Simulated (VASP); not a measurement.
# HgTe (Coloradoite) (F-43m) in VASP: notebook

HgTe (Coloradoite) is run at these levels: revPBE, PBEsol, BLYP; tasks: relaxation of cell and atoms, single point.

Program: VASP 6.6.1. These are calculated values, not measurements. Logs are shortened: lines on timing, memory, paths and dates and some standing lists are left out, and cuts for length are marked.

## 1. The cell of the first run

It takes space group F-43m (No. 216, cubic). The conventional cell has a = 6.429 Å, b = 6.429 Å, c = 6.429 Å, α = 90.00°, β = 90.00°, γ = 90.00°. Within 3.7 Å of Hg (site symmetry -43m) lie 4 Te at 2.78 Å. Te (site symmetry -43m) has 4 Hg at 2.78 Å within 3.7 Å.

## 2. Relaxation of cell and atoms, revPBE

Contents of INCAR:

```
PREC     = Accurate       # precision mode
ENCUT    = 600            # plane-wave cutoff, eV
EDIFF    = 1E-7           # SCF threshold, eV
ISMEAR   = -1             # smearing method
SIGMA    = 0.05           # smearing width, eV
LREAL    = False          # projectors in reciprocal space
LASPH    = True           # aspherical terms in the spheres
NELM     = 100            # most SCF steps
ALGO     = Normal         # electronic algorithm
ISIF     = 3              # what is computed and relaxed
LWAVE    = False          # write WAVECAR
LCHARG   = False          # write CHGCAR
GGA      = RE             # functional
IBRION   = 2              # ionic algorithm
NSW      = 80             # ionic steps
EDIFFG   = -0.01          # ionic threshold
```

Contents of KPOINTS:

```
Automatic mesh
0
Gamma
  7 7 7
```

Contents of POSCAR:

```
HgTe
1.0
    0.0000000000      3.2145000000      3.2145000000
    3.2145000000      0.0000000000      3.2145000000
    3.2145000000      3.2145000000      0.0000000000
Hg Te
1 1
Direct
    0.0000000000      0.0000000000      0.0000000000
    0.7500000000      0.7500000000      0.7500000000
```

Potentials or basis: VASP PAW PBE potentials, release 64 (Hg, Te).

On the command line:

```bash
$ cat potpaw_PBE.64/Hg/POTCAR potpaw_PBE.64/Te/POTCAR > POTCAR
$ mpirun -np 1 vasp_std > vasp.out
```

OUTCAR:

```text
PREC = Accurate
   ENCUT = 600
   EDIFF = 1E-7
   ISMEAR = -1
   LREAL = False
   LASPH = True
   NELM = 100
   ISIF = 3
   GGA = RE
   IBRION = 2
   NSW = 80
   EDIFFG = -0.01

 ion  position               nearest neighbor table
   1  0.000  0.000  0.000-   2 2.78   2 2.78   2 2.78   2 2.78
   2  0.750  0.750  0.750-   1 2.78   1 2.78   1 2.78   1 2.78

  LATTYP: Found a face centered cubic cell.
 ALAT       =     6.4290000000

  Lattice vectors:

 A1 = (   0.0000000000,   3.2145000000,   3.2145000000)
 A2 = (   3.2145000000,   0.0000000000,   3.2145000000)
 A3 = (   3.2145000000,   3.2145000000,   0.0000000000)

Analysis of symmetry for initial positions (statically):
=====================================================================
 Subroutine PRICEL returns:
 Original cell was already a primitive cell.

 Routine SETGRP: Setting up the symmetry group for a
 face centered cubic supercell.

 Subroutine GETGRP returns: Found 24 space group operations
 (whereof 24 operations were pure point group operations)
 out of a pool of 48 trial point group operations.

The static configuration has the point symmetry T_d .

Analysis of symmetry for dynamics (positions and initial velocities):
=====================================================================
 Subroutine PRICEL returns:
 Original cell was already a primitive cell.

 Routine SETGRP: Setting up the symmetry group for a
 face centered cubic supercell.

 Subroutine GETGRP returns: Found 24 space group operations
 (whereof 24 operations were pure point group operations)
 out of a pool of 48 trial point group operations.

The dynamic configuration has the point symmetry T_d .

 Subroutine INISYM returns: Found 24 space group operations
 (whereof 24 operations are pure point group operations),
 and found     1 'primitive' translations

----------------------------------------------------------------------------------------

                                     Primitive cell

  volume of cell :      66.4309

  direct lattice vectors                    reciprocal lattice vectors
     0.000000000  3.214500000  3.214500000    -0.155545186  0.155545186  0.155545186
     3.214500000  0.000000000  3.214500000     0.155545186 -0.155545186  0.155545186
     3.214500000  3.214500000  0.000000000     0.155545186  0.155545186 -0.155545186

  length of vectors
     4.545989496  4.545989496  4.545989496     0.269412165  0.269412165  0.269412165

  position of ions in fractional coordinates (direct lattice)
     0.000000000  0.000000000  0.000000000
     0.750000000  0.750000000  0.750000000

  ion indices of the primitive-cell ions
   primitive index   ion index
                 1           1
                 2           2

----------------------------------------------------------------------------------------

 KPOINTS: Automatic mesh

Automatic generation of k-mesh.
 Grid dimensions read from file:
 generate k-points for:    7    7    7

 Generating k-lattice:

  Cartesian coordinates                     Fractional coordinates (reciprocal lattice)
    -0.022220741  0.022220741  0.022220741     0.142857143  0.000000000  0.000000000
     0.022220741 -0.022220741  0.022220741     0.000000000  0.142857143  0.000000000
     0.022220741  0.022220741 -0.022220741     0.000000000  0.000000000  0.142857143

  Length of vectors
     0.038487452  0.038487452  0.038487452

  Shift w.r.t. Gamma in fractional coordinates (k-lattice)
     0.000000000  0.000000000  0.000000000

 Subroutine IBZKPT returns following result:
 ===========================================

 Found     20 irreducible k-points:

 Following reciprocal coordinates:
            Coordinates               Weight
  0.000000  0.000000  0.000000      1.000000
  0.142857  0.000000  0.000000      8.000000
  0.285714  0.000000  0.000000      8.000000
  0.428571  0.000000  0.000000      8.000000
  0.142857  0.142857  0.000000      6.000000
  0.285714  0.142857  0.000000     24.000000
[... 12 lines left out ...]
 -0.428571  0.428571  0.142857     24.000000
 -0.285714  0.428571  0.142857     24.000000
   k-points           NKPTS =     20   k-points in BZ     NKDIM =     20   number of bands    NBANDS=     13
   number of dos      NEDOS =    301   number of ions     NIONS =      2
   total plane-waves  NPLWV =  46656
   dimension x,y,z NGX =    36 NGY =   36 NGZ =   36
   dimension x,y,z NGXF=    72 NGYF=   72 NGZF=   72
   ions per type =               1   1
   NGX,Y,Z   is equivalent  to a cutoff of  13.17, 13.17, 13.17 a.u.
   NGXF,Y,Z  is equivalent  to a cutoff of  26.33, 26.33, 26.33 a.u.
 SYSTEM =  unknown system
   PREC   = accura    normal or accurate (medium, high low for compatibility)
   ISTART =      0    job   : 0-new  1-cont  2-samecut
   ICHARG =      2    charge: 1-file 2-atom 10-const
   ISPIN  =      1    spin polarized calculation?
   LNONCOLLINEAR =      F non collinear calculations
   LSORBIT =      F    spin-orbit coupling
   LASPH  =      T    aspherical Exc in radial PAW
   ENCUT  =  600.0 eV  44.10 Ry    6.64 a.u.   9.08  9.08  9.08*2*pi/ulx,y,z
   NELM   =    100;   NELMIN=  2; NELMDL= -5     # of ELM steps
   EDIFF  = 0.1E-06   stopping-criterion for ELM
   LREAL  =      F    real-space projection
   EDIFFG = -.1E-01   stopping-criterion for IOM
   NSW    =     80    number of steps for IOM
   IBRION =      2    ionic relax: 0-MD 1-quasi-New 2-CG
   NFREE  =      1    steps in history (QN), initial steepest desc. (CG)
   ISIF   =      3    stress and relaxation
   ISYM   =      2    0-nonsym 1-usesym 2-fastsym
   POTIM  = 0.5000    time-step for ionic-motion
   TEBEG  =    0.0;   TEEND  =   0.0 temperature during run
   PSTRESS=    0.0 pullay stress
   NELECT =      18.0000    total number of electrons
   NUPDOWN=      -1.0000    fix difference up-down
   EMIN   =  10.00;   EMAX   =-10.00  energy-range for DOS
   EFERMI =   0.00;   METHOD = LEGACY
   ISMEAR =    -1;   SIGMA  =   0.05  broadening in eV -4-tet -1-fermi 0-gaus
   EFERMI_NEDOS =   21; number of points for ismear=-14 and -15
   IALGO  =     38    algorithm
   IMIX   =      4    mixing-type and parameters
     AMIX     =   0.40;   BMIX     =  1.00
     AMIX_MAG =   1.60;   BMIX_MAG =  1.00
  volume/ion in A,a.u.               =      33.22       224.15
  Fermi-wavevector in a.u.,A,eV,Ry     =   1.059357  2.001894 15.268958  1.122237
  Thomas-Fermi vector in A             =   2.194699
   LORBIT       =      0    0 simple, 1 ext, 2 COOP (PROOUT), +10 PAW based schemes
   GGA     = RE    functional components
   LHFCALC =     F    Hartree Fock is set to
   AEXX    =    0.0000 exact exchange contribution
   IVDW    =     0    specifies the selected vdW correction
   LEPSILON=     F    determine dielectric tensor
   LRPA    =     F    only Hartree local field effects (RPA)
 conjugate gradient relaxation of ions
 non-spin polarized calculation
  energy-cutoff  :      600.00
  volume of cell :       66.43
 maximum number of plane-waves:      2239
   NGX = 19   NGY = 19   NGZ = 19

--------------------------------------- Ionic step        1  -------------------------------------------

 number of electron      18.0000000 magnetization

 Free energy of the ion-electron system (eV)
  ---------------------------------------------------
  ext. energy  EPLUGINS =         0.00000000
  ---------------------------------------------------
  free energy    TOTEN  =        -2.87525664 eV

  energy without entropy =       -2.87456698  energy(sigma->0) =       -2.87491181

------------------------ aborting loop because EDIFF is reached ----------------------------------------

  FORCE on cell =-STRESS in cart. coord.  units (eV):
  Direction    XX          YY          ZZ          XY          YZ          ZX
  --------------------------------------------------------------------------------------
  -------------------------------------------------------------------------------------
  Total        2.4535749      2.4535749      2.4535749      0.0000000      0.0000000     -0.0000000
  in kB       59.1751833     59.1751833     59.1751833      0.0000000      0.0000000     -0.0000000
  external PRESSURE =      59.1751833 kB  Pullay stress =       0.0000000 kB

 VOLUME and BASIS-vectors are now :
 -----------------------------------------------------------------------------
  energy-cutoff  :      600.00
  volume of cell :       66.43
      direct lattice vectors                 reciprocal lattice vectors
     0.000000000  3.214500000  3.214500000    -0.155545186  0.155545186  0.155545186
     3.214500000  0.000000000  3.214500000     0.155545186 -0.155545186  0.155545186
     3.214500000  3.214500000  0.000000000     0.155545186  0.155545186 -0.155545186

 POSITION                                       TOTAL-FORCE (eV/Angst)
 -----------------------------------------------------------------------------------
      0.00000      0.00000      0.00000        -0.000000     -0.000000     -0.000000
      4.82175      4.82175      4.82175         0.000000      0.000000      0.000000
 -----------------------------------------------------------------------------------
    total drift:                                0.000000      0.000000      0.000000

  FREE ENERGIE OF THE ION-ELECTRON SYSTEM (eV)
  ---------------------------------------------------
  free  energy   TOTEN  =        -2.8752566434 eV
[... 17 lines left out ...]
 VOLUME and BASIS-vectors are now :
 -----------------------------------------------------------------------------
  energy-cutoff  :      600.00
  volume of cell :       78.94
      direct lattice vectors                 reciprocal lattice vectors
     0.000000000  3.404745303  3.404745303    -0.146853863  0.146853863  0.146853863
     3.404745303  0.000000000  3.404745303     0.146853863 -0.146853863  0.146853863
     3.404745303  3.404745303  0.000000000     0.146853863  0.146853863 -0.146853863

 POSITION                                       TOTAL-FORCE (eV/Angst)
 -----------------------------------------------------------------------------------
      6.80949      3.40475      3.40475         0.000000      0.000000      0.000000
      5.10712      5.10712      5.10712        -0.000000     -0.000000     -0.000000
 -----------------------------------------------------------------------------------
    total drift:                                0.000000      0.000000      0.000000

  FREE ENERGIE OF THE ION-ELECTRON SYSTEM (eV)
  ---------------------------------------------------
  free  energy   TOTEN  =        -3.0239303865 eV

  energy  without entropy=       -3.0230125129  energy(sigma->0) =       -3.02347145

--------------------------------------- Ionic step        3  -------------------------------------------

 number of electron      17.9999999 magnetization

 Free energy of the ion-electron system (eV)
  ---------------------------------------------------
  ext. energy  EPLUGINS =         0.00000000
  ---------------------------------------------------
  free energy    TOTEN  =        -3.03222612 eV

  energy without entropy =       -3.03136030  energy(sigma->0) =       -3.03179321

 E-fermi :   2.0517     XC(G=0):  -8.0166

 val. band max:        1.9992593667   @ k =   0.0000   0.0000   0.0000
 cond. band min:       2.6291400326   @ k =   0.1429   0.0000   0.0000
 fundamental gap:      0.6298806659
 Fermi energy:         2.0517432179

 k-point     1 :       0.0000    0.0000    0.0000
  band No.  band energies     occupation
      1      -9.1756      2.00000
      2      -4.7342      2.00000
      3      -4.7342      2.00000
      4      -4.7342      2.00000
      5      -4.3414      2.00000
      6      -4.3414      2.00000
      7       1.0722      2.00000
      8       1.9993      1.48143
      9       1.9993      1.48143
     10       1.9993      1.48143
     11       6.4619      0.00000
     12       6.4619      0.00000
     13       6.4619      0.00000

 k-point     2 :       0.1429    0.0000    0.0000
  band No.  band energies     occupation
      1      -9.0999      2.00000
      2      -4.7137      2.00000
      3      -4.7137      2.00000
      4      -4.6921      2.00000
      5      -4.3427      2.00000
      6      -4.3427      2.00000
      7       0.0118      2.00000
      8       1.8320      1.97564
      9       1.8320      1.97564
     10       2.6291      0.00002
     11       6.4076      0.00000
     12       6.7031      0.00000
     13       6.7031      0.00000
[... 299 lines left out ...]
 VOLUME and BASIS-vectors are now :
 -----------------------------------------------------------------------------
  energy-cutoff  :      600.00
  volume of cell :       76.14
      direct lattice vectors                 reciprocal lattice vectors
     0.000000000  3.364087571  3.364087571    -0.148628711  0.148628711  0.148628711
     3.364087571  0.000000000  3.364087571     0.148628711 -0.148628711  0.148628711
     3.364087571  3.364087571  0.000000000     0.148628711  0.148628711 -0.148628711

 POSITION                                       TOTAL-FORCE (eV/Angst)
 -----------------------------------------------------------------------------------
      0.00000      0.00000      0.00000        -0.000000     -0.000000     -0.000000
      5.04613      5.04613      5.04613         0.000000      0.000000      0.000000
 -----------------------------------------------------------------------------------
    total drift:                                0.000000      0.000000      0.000000

  FREE ENERGIE OF THE ION-ELECTRON SYSTEM (eV)
  ---------------------------------------------------
  free  energy   TOTEN  =        -3.0322261226 eV

  energy  without entropy=       -3.0313603039  energy(sigma->0) =       -3.03179321

 reached required accuracy - stopping structural energy minimisation
```

Run time: 98 s. Hardware: 1 thread of Intel Xeon 8259CL, shared host; peak memory 0.23 GiB.

Results:

```
Free energy                            : -3.0322 eV
Relaxed volume                         : 38.07 Å³/atom
Relaxed cell                           : a = 4.758 Å, b = 4.758 Å, c = 4.758 Å, α = 60.00°, β = 60.00°, γ = 60.00°
Space group after relaxing (to 0.05 Å) : F-43m (No. 216)
Energy gained by relaxing              : 78.5 meV/atom
Ionic steps                            : 3
Pressure after relaxing                : 0.0 GPa
Band gap on the k mesh                 : zero (filled and empty bands touch)
```

The path:
```csv
step,energy change (eV),largest force (eV/Å),pressure (GPa),volume (Å³)
1,0.0000,0.0000,5.92,66.43
2,-0.1487,0.0000,-0.95,78.94
3,-0.1570,0.0000,0.04,76.14
```

Final structure:
```xyz
2
Lattice="0.0000 3.3641 3.3641 3.3641 0.0000 3.3641 3.3641 3.3641 0.0000" Properties=species:S:1:pos:R:3 pbc="T T T"
Hg    0.0000    0.0000    0.0000
Te    5.0461    5.0461    5.0461
```

Caveat: the PAW data sets were made with another functional, which shifts forces and pressure a little; spin-orbit coupling is left out, which moves the levels of the heavy elements; the volume moved by +15 % from the deposited cell, more than functionals usually miss.

## 3. Relaxation of cell and atoms, PBEsol

Contents of INCAR:

```
SYSTEM = HgTe
PREC = Accurate
ENCUT = 600
EDIFF = 1E-7
ISMEAR = -1
SIGMA = 0.05
LREAL = .FALSE.
LASPH = .TRUE.
NELM = 60
ALGO = Normal
ISIF = 3
LWAVE = .FALSE.
LCHARG = .FALSE.
GGA = PS
IBRION = 2
NSW = 80
EDIFFG = -0.01
```

Contents of KPOINTS:

```
Automatic mesh
0
G
  7 7 7
  0 0 0
```

POSCAR is that of step 2.

Potentials or basis: VASP PAW PBE potentials, release 64 (Hg, Te).

On the command line:

```bash
$ cat potpaw_PBE.64/Hg/POTCAR potpaw_PBE.64/Te/POTCAR > POTCAR
$ mpirun -np 1 vasp_std > vasp.out
```

Run time: 89 s. Hardware: 1 thread of Intel Xeon 8259CL, shared host; peak memory 0.22 GiB.

The run converged. Its results:

| Property | Result |
| --- | --- |
| Free energy | -4.3719 eV |
| Relaxed volume | 34.61 Å³/atom |
| Relaxed cell | a = 4.609 Å, b = 4.609 Å, c = 4.609 Å, α = 60.00°, β = 60.00°, γ = 60.00° |
| Space group after relaxing (to 0.05 Å) | F-43m (No. 216) |
| Energy gained by relaxing | 8.0 meV/atom |
| Ionic steps | 3 |
| Pressure after relaxing | 0.0 GPa |
| Band gap on the k mesh | zero (filled and empty bands touch) |

Step by step:
| step | energy change (eV) | largest force (eV/Å) | pressure (GPa) | volume (Å³) |
| --- | --- | --- | --- | --- |
| 1 | 0.0000 | 0.0000 | 1.92 | 66.43 |
| 2 | -0.0137 | 0.0000 | -0.64 | 70.32 |
| 3 | -0.0160 | 0.0000 | 0.00 | 69.21 |

Final structure:
```cif
data_structure
_symmetry_space_group_name_H-M 'P 1'
_symmetry_Int_Tables_number 1
_cell_length_a 4.6086
_cell_length_b 4.6086
_cell_length_c 4.6086
_cell_angle_alpha 60.000
_cell_angle_beta 60.000
_cell_angle_gamma 60.000
_cell_volume 69.21
loop_
_atom_site_label
_atom_site_type_symbol
_atom_site_fract_x
_atom_site_fract_y
_atom_site_fract_z
_atom_site_occupancy
Hg1 Hg 0.00000 0.00000 0.00000 1
Te1 Te 0.75000 0.75000 0.75000 1
```

Levels at points of the mesh, in eV from the Fermi level:
| k point | band 5 | band 6 | band 7 | band 8 | band 9 | band 10 | band 11 | band 12 | band 13 |
| --- | --- | --- | --- | --- | --- | --- | --- | --- | --- |
| (0.00, 0.00, 0.00) | -6.74 | -6.74 | -0.91 | -0.04 | -0.04 | -0.04 | 4.18 | 4.18 | 4.18 |

Caveat: the PAW data sets were made with another functional, which shifts forces and pressure a little; spin-orbit coupling is left out, which moves the levels of the heavy elements.

(Part 1 of 2 ends here.)
